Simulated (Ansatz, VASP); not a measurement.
# One calculation of LiCl, two programs

```
CELL_PARAMETERS angstrom
0.00000 2.51516 2.51516
2.51516 0.00000 2.51516
2.51516 2.51516 0.00000
ATOMIC_POSITIONS crystal
Li 0.00000 0.00000 0.00000
Cl 0.50000 0.50000 0.50000
```

Alike in both runs: task single point; functional PBEsol; k mesh 10 × 10 × 10; occupations gaussian, width 0.05 eV; no spin polarisation.

```csv
,VASP,Ansatz
version,VASP 6.6.1,Ansatz 0.2.0
potentials or method,"VASP PAW PBE potentials, release 64 (Li_sv, Cl), cutoff 520 eV","scalar-relativistic, plane waves, PAW"
valence electrons in the cell,10,10
```

Ansatz gave:

```
gap on the k mesh at the Fermi level (eV) : 6.47
least direct gap on the mesh (eV)         : 6.47
```

Question: Estimate VASP's values.

Answer: gap on the k mesh at the Fermi level (eV): 6.48; least direct gap on the mesh (eV): 6.48.

VASP's potentials were made for PBE, not for PBEsol. The functional is the same, so the differences come from potentials, cutoffs and numerics.

Noted on VASP's run: the cutoff is short for stress, so the pressure is rough.
